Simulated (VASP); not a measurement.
# TiO2 (Pbcn) in VASP: a series of runs

Runs on TiO2. Level: LDA. Tasks: single point.

All numbers are computed with VASP 6.6.1; they aren't measurements. Logs are shortened: lines on timing, memory, paths and dates and some standing lists are left out, and cuts for length are marked.

**1. The cell of the first run**

It takes space group Pbcn (No. 60, orthorhombic). The conventional cell has a = 4.498 Å, b = 5.442 Å, c = 4.843 Å, α = 90.00°, β = 90.00°, γ = 90.00°. Ti (site symmetry 2) has 6 O at 1.86 to 2.06 Å within 2.5 Å. Within 3.0 Å of O (site symmetry 1) lie 3 Ti at 1.86 to 2.06 Å and 12 O at 2.55 to 2.94 Å.

**2. Single point, LDA**

The input, INCAR:

```
PREC     = Accurate       # precision mode
ENCUT    = 520            # plane-wave cutoff, eV
EDIFF    = 1E-7           # SCF threshold, eV
ISMEAR   = 0              # smearing method
SIGMA    = 0.1            # smearing width, eV
LREAL    = False          # projectors in reciprocal space
LASPH    = True           # aspherical terms in the spheres
NELM     = 100            # most SCF steps
ALGO     = Normal         # electronic algorithm
ISIF     = 2              # what is computed and relaxed
LWAVE    = False          # write WAVECAR
LCHARG   = False          # write CHGCAR
NBANDS   = 60             # bands
```

The input, KPOINTS:

```
regular mesh
0
Gamma
  4 4 4
```

The input, POSCAR:

```
TiO2
1.0
    4.4980982392      0.0000000000      0.0000000000
    0.0000000000      5.4423635697      0.0000000000
    0.0000000000      0.0000000000      4.8431857411
Ti O
4 8
Direct
    0.5000000000      0.6735849999      0.7500000000
    0.0000000000      0.8264150001      0.2500000000
    0.5000000000      0.3264150001      0.2500000000
    0.0000000000      0.1735849999      0.7500000000
    0.7284310610      0.6175893804      0.0814534915
    0.2284310610      0.8824106196      0.9185465085
    0.7715689390      0.8824106196      0.5814534915
    0.2715689390      0.6175893804      0.4185465085
    0.7284310610      0.3824106196      0.5814534915
    0.2284310610      0.1175893804      0.4185465085
    0.7715689390      0.1175893804      0.0814534915
    0.2715689390      0.3824106196      0.9185465085
```

Potentials or basis: VASP PAW LDA potentials, release 64 (Ti_sv, O).

Launch:

```
$ cat potpaw_LDA.64/Ti_sv/POTCAR potpaw_LDA.64/O/POTCAR > POTCAR
$ mpirun -np 1 vasp_std > vasp.out
```

OUTCAR:

```text
PREC = Accurate
   ENCUT = 520
   EDIFF = 1E-7
   ISMEAR = 0
   LREAL = False
   LASPH = True
   NELM = 100
   ISIF = 2

 ion  position               nearest neighbor table
   1  0.500  0.674  0.750-   6 1.86   7 1.86   5 1.93   8 1.93   9 2.06  12 2.06
   2  0.000  0.826  0.250-   5 1.86   8 1.86   7 1.93   6 1.93  10 2.06  11 2.06
   3  0.500  0.326  0.250-  10 1.86  11 1.86   9 1.93  12 1.93   5 2.06   8 2.06
   4  0.000  0.174  0.750-   9 1.86  12 1.86  11 1.93  10 1.93   6 2.06   7 2.06
   5  0.728  0.618  0.081-   2 1.86   1 1.93   3 2.06
   6  0.228  0.882  0.919-   1 1.86   2 1.93   4 2.06
   7  0.772  0.882  0.581-   1 1.86   2 1.93   4 2.06
   8  0.272  0.618  0.419-   2 1.86   1 1.93   3 2.06
   9  0.728  0.382  0.581-   4 1.86   3 1.93   1 2.06
  10  0.228  0.118  0.419-   3 1.86   4 1.93   2 2.06
  11  0.772  0.118  0.081-   3 1.86   4 1.93   2 2.06
  12  0.272  0.382  0.919-   4 1.86   3 1.93   1 2.06

  LATTYP: Found a simple orthorhombic cell.
 ALAT       =     4.4980982392
 B/A-ratio  =     1.0767185338
 C/A-ratio  =     1.2099254574

  Lattice vectors:

 A1 = (  -4.4980982392,   0.0000000000,   0.0000000000)
 A2 = (   0.0000000000,   0.0000000000,   4.8431857411)
 A3 = (   0.0000000000,   5.4423635697,   0.0000000000)

Analysis of symmetry for initial positions (statically):
=====================================================================
 Subroutine PRICEL returns:
 Original cell was already a primitive cell.

 Routine SETGRP: Setting up the symmetry group for a
 simple orthorhombic supercell.

 Subroutine GETGRP returns: Found  8 space group operations
 (whereof  2 operations were pure point group operations)
 out of a pool of  8 trial point group operations.

The static configuration has the point symmetry S_2 .
 The point group associated with its full space group is D_2h.

Analysis of symmetry for dynamics (positions and initial velocities):
=====================================================================
 Subroutine PRICEL returns:
 Original cell was already a primitive cell.

 Routine SETGRP: Setting up the symmetry group for a
 simple orthorhombic supercell.

 Subroutine GETGRP returns: Found  8 space group operations
 (whereof  2 operations were pure point group operations)
 out of a pool of  8 trial point group operations.

The dynamic configuration has the point symmetry S_2 .
 The point group associated with its full space group is D_2h.

 Subroutine INISYM returns: Found  8 space group operations
 (whereof  2 operations are pure point group operations),
 and found     1 'primitive' translations

----------------------------------------------------------------------------------------

                                     Primitive cell

  volume of cell :     118.5626

  direct lattice vectors                    reciprocal lattice vectors
     4.498098239  0.000000000  0.000000000     0.222316176  0.000000000  0.000000000
     0.000000000  5.442363570  0.000000000     0.000000000  0.183743697  0.000000000
     0.000000000  0.000000000  4.843185741     0.000000000  0.000000000  0.206475666

  length of vectors
     4.498098239  5.442363570  4.843185741     0.222316176  0.183743697  0.206475666

  position of ions in fractional coordinates (direct lattice)
     0.500000000  0.673585000  0.750000000
     0.000000000  0.826415000  0.250000000
     0.500000000  0.326415000  0.250000000
     0.000000000  0.173585000  0.750000000
     0.728431061  0.617589380  0.081453491
     0.228431061  0.882410620  0.918546509
     0.771568939  0.882410620  0.581453491
     0.271568939  0.617589380  0.418546509
     0.728431061  0.382410620  0.581453491
     0.228431061  0.117589380  0.418546509
     0.771568939  0.117589380  0.081453491
     0.271568939  0.382410620  0.918546509

  ion indices of the primitive-cell ions
   primitive index   ion index
                 1           1
                 2           2
                 3           3
                 4           4
                 5           5
                 6           6
                 7           7
                 8           8
                 9           9
                10          10
                11          11
                12          12

----------------------------------------------------------------------------------------

 KPOINTS: regular mesh

Automatic generation of k-mesh.
 Grid dimensions read from file:
 generate k-points for:    4    4    4

 Generating k-lattice:

  Cartesian coordinates                     Fractional coordinates (reciprocal lattice)
     0.055579044  0.000000000  0.000000000     0.250000000  0.000000000  0.000000000
     0.000000000  0.045935924  0.000000000     0.000000000  0.250000000  0.000000000
     0.000000000  0.000000000  0.051618916     0.000000000  0.000000000  0.250000000

  Length of vectors
     0.055579044  0.045935924  0.051618916

  Shift w.r.t. Gamma in fractional coordinates (k-lattice)
     0.000000000  0.000000000  0.000000000

 Subroutine IBZKPT returns following result:
 ===========================================

 Found     27 irreducible k-points:

 Following reciprocal coordinates:
            Coordinates               Weight
  0.000000  0.000000  0.000000      1.000000
  0.250000  0.000000  0.000000      2.000000
  0.500000  0.000000  0.000000      1.000000
  0.000000  0.250000  0.000000      2.000000
  0.250000  0.250000  0.000000      4.000000
  0.500000  0.250000  0.000000      2.000000
[... 16 lines left out ...]
  0.250000  0.250000  0.500000      4.000000
  0.500000  0.250000  0.500000      2.000000
 [... further k-points ...]
   k-points           NKPTS =     27   k-points in BZ     NKDIM =     27   number of bands    NBANDS=     60
   number of dos      NEDOS =    301   number of ions     NIONS =     12
   total plane-waves  NPLWV =  51840
   dimension x,y,z NGX =    36 NGY =   40 NGZ =   36
   dimension x,y,z NGXF=    72 NGYF=   80 NGZF=   72
   ions per type =               4   8
   NGX,Y,Z   is equivalent  to a cutoff of  13.31, 12.22, 12.36 a.u.
   NGXF,Y,Z  is equivalent  to a cutoff of  26.61, 24.44, 24.71 a.u.
 SYSTEM =  unknown system
   PREC   = accura    normal or accurate (medium, high low for compatibility)
   ISTART =      0    job   : 0-new  1-cont  2-samecut
   ICHARG =      2    charge: 1-file 2-atom 10-const
   ISPIN  =      1    spin polarized calculation?
   LNONCOLLINEAR =      F non collinear calculations
   LSORBIT =      F    spin-orbit coupling
   LASPH  =      T    aspherical Exc in radial PAW
   ENCUT  =  520.0 eV  38.22 Ry    6.18 a.u.   8.36 10.12  9.01*2*pi/ulx,y,z
   NELM   =    100;   NELMIN=  2; NELMDL= -5     # of ELM steps
   EDIFF  = 0.1E-06   stopping-criterion for ELM
   LREAL  =      F    real-space projection
   EDIFFG = 0.1E-05   stopping-criterion for IOM
   NSW    =      0    number of steps for IOM
   IBRION =     -1    ionic relax: 0-MD 1-quasi-New 2-CG
   NFREE  =      0    steps in history (QN), initial steepest desc. (CG)
   ISIF   =      2    stress and relaxation
   ISYM   =      2    0-nonsym 1-usesym 2-fastsym
   POTIM  = 0.5000    time-step for ionic-motion
   TEBEG  =    0.0;   TEEND  =   0.0 temperature during run
   PSTRESS=    0.0 pullay stress
   NELECT =      96.0000    total number of electrons
   NUPDOWN=      -1.0000    fix difference up-down
   EMIN   =  10.00;   EMAX   =-10.00  energy-range for DOS
   EFERMI =   0.00;   METHOD = LEGACY
   ISMEAR =     0;   SIGMA  =   0.10  broadening in eV -4-tet -1-fermi 0-gaus
   EFERMI_NEDOS =   21; number of points for ismear=-14 and -15
   IALGO  =     38    algorithm
   IMIX   =      4    mixing-type and parameters
     AMIX     =   0.40;   BMIX     =  1.00
     AMIX_MAG =   1.60;   BMIX_MAG =  1.00
  volume/ion in A,a.u.               =       9.88        66.67
  Fermi-wavevector in a.u.,A,eV,Ry     =   1.525865  2.883466 31.677944  2.328263
  Thomas-Fermi vector in A             =   2.633977
   LORBIT       =      0    0 simple, 1 ext, 2 COOP (PROOUT), +10 PAW based schemes
   GGA     = CA    functional components
   LHFCALC =     F    Hartree Fock is set to
   AEXX    =    0.0000 exact exchange contribution
   IVDW    =     0    specifies the selected vdW correction
   LEPSILON=     F    determine dielectric tensor
   LRPA    =     F    only Hartree local field effects (RPA)
 non-spin polarized calculation
 Gauss-broadening in eV      SIGMA  =   0.10
  energy-cutoff  :      520.00
  volume of cell :      118.56
 maximum number of plane-waves:      3220
 NGX is ok and might be reduce to    36
   NGX = 17   NGY = 21   NGZ = 19

 number of electron      95.9999999 magnetization

 Free energy of the ion-electron system (eV)
  ---------------------------------------------------
  ext. energy  EPLUGINS =         0.00000000
  ---------------------------------------------------
  free energy    TOTEN  =      -117.65600425 eV

  energy without entropy =     -117.65600425  energy(sigma->0) =     -117.65600425

 E-fermi :   5.1633     XC(G=0): -12.3011

 val. band max:        4.7247344466   @ k =   0.0000   0.0000   0.0000
 cond. band min:       7.3754549049   @ k =   0.0000   0.0000   0.5000
 fundamental gap:      2.6507204583
 Fermi energy:         5.1633246451

 k-point     1 :       0.0000    0.0000    0.0000
  band No.  band energies     occupation
      1     -50.8274      2.00000
      2     -50.7984      2.00000
      3     -50.7883      2.00000
      4     -50.7812      2.00000
      5     -27.7405      2.00000
      6     -27.6333      2.00000
[... 52 lines left out ...]
     59       9.3260      0.00000
     60       9.6223      0.00000

 k-point     2 :       0.2500    0.0000    0.0000
  band No.  band energies     occupation
      1     -50.8231      2.00000
      2     -50.8026      2.00000
      3     -50.7872      2.00000
      4     -50.7822      2.00000
      5     -27.7118      2.00000
      6     -27.6173      2.00000
[... 52 lines left out ...]
     59       9.1223      0.00000
     60       9.2905      0.00000

 k-point     3 :       0.5000    0.0000    0.0000
  band No.  band energies     occupation
      1     -50.8129      2.00000
      2     -50.8129      2.00000
      3     -50.7847      2.00000
      4     -50.7847      2.00000
      5     -27.6422      2.00000
      6     -27.6422      2.00000
[... 1312 lines left out ...]
     59       9.2941      0.00000
     60       9.2941      0.00000

 k-point    24 :       0.5000    0.2500    0.5000
  band No.  band energies     occupation
      1     -50.7987      2.00000
      2     -50.7987      2.00000
      3     -50.7987      2.00000
      4     -50.7987      2.00000
      5     -27.6636      2.00000
      6     -27.6636      2.00000
[... 52 lines left out ...]
     59       8.8710      0.00000
     60       8.8710      0.00000

 [... further k-points ...]

------------------------ aborting loop because EDIFF is reached ----------------------------------------

  FORCE on cell =-STRESS in cart. coord.  units (eV):
  Direction    XX          YY          ZZ          XY          YZ          ZX
  --------------------------------------------------------------------------------------
  -------------------------------------------------------------------------------------
  Total        0.9259651      0.7054841      0.9508820      0.0000000      0.0000000     -0.0000000
  in kB       12.5128893      9.5334522     12.8496000      0.0000000      0.0000000     -0.0000000
  external PRESSURE =      11.6319805 kB  Pullay stress =       0.0000000 kB

 VOLUME and BASIS-vectors are now :
 -----------------------------------------------------------------------------
  energy-cutoff  :      520.00
  volume of cell :      118.56
      direct lattice vectors                 reciprocal lattice vectors
     4.498098239  0.000000000  0.000000000     0.222316176  0.000000000  0.000000000
     0.000000000  5.442363570  0.000000000     0.000000000  0.183743697  0.000000000
     0.000000000  0.000000000  4.843185741     0.000000000  0.000000000  0.206475666

 POSITION                                       TOTAL-FORCE (eV/Angst)
 -----------------------------------------------------------------------------------
      2.24905      3.66589      3.63239         0.000000     -0.044667      0.000000
      0.00000      4.49765      1.21080         0.000000      0.044667      0.000000
      2.24905      1.77647      1.21080         0.000000      0.044667      0.000000
      0.00000      0.94471      3.63239         0.000000     -0.044667     -0.000000
      3.27655      3.36115      0.39449        -0.011791     -0.034534      0.000879
      1.02751      4.80240      4.44869        -0.011791      0.034534     -0.000879
      3.47059      4.80240      2.81609         0.011791      0.034534      0.000879
      1.22154      3.36115      2.02710         0.011791     -0.034534     -0.000879
      3.27655      2.08122      2.81609        -0.011791      0.034534      0.000879
      1.02751      0.63996      2.02710        -0.011791     -0.034534     -0.000879
      3.47059      0.63996      0.39449         0.011791     -0.034534      0.000879
      1.22154      2.08122      4.44869         0.011791      0.034534     -0.000879
 -----------------------------------------------------------------------------------
    total drift:                                0.000000      0.000000      0.000000

  FREE ENERGIE OF THE ION-ELECTRON SYSTEM (eV)
  ---------------------------------------------------
  free  energy   TOTEN  =      -117.6560042452 eV

  energy  without entropy=     -117.6560042452  energy(sigma->0) =     -117.65600425
```

Wall time 2.6 min (1 thread of Intel Xeon 8259CL, shared host); peak memory 0.27 GiB.

What came out:

```yaml
Free_energy: -117.6560 eV
Pressure: 1.2 GPa
Largest_force: 0.045 eV/Å
Band_gap_on_the_k_mesh: 2.65 eV (least direct gap 2.71 eV)
```

Forces in eV/Å, atoms in the order of the input:
```
Ti   0.000 -0.045  0.000
Ti   0.000  0.045  0.000
Ti   0.000  0.045  0.000
Ti   0.000 -0.045  0.000
O   -0.012 -0.035  0.001
O   -0.012  0.035 -0.001
O    0.012  0.035  0.001
O    0.012 -0.035 -0.001
O   -0.012  0.035  0.001
O   -0.012 -0.035 -0.001
O    0.012 -0.035  0.001
O    0.012  0.035 -0.001
```

Stress tensor (GPa, compression positive):
```
1.25 0.00 0.00
0.00 0.95 0.00
0.00 0.00 1.28
```

A k mesh can miss the band edges.

(Continued in part 2 of 2.)
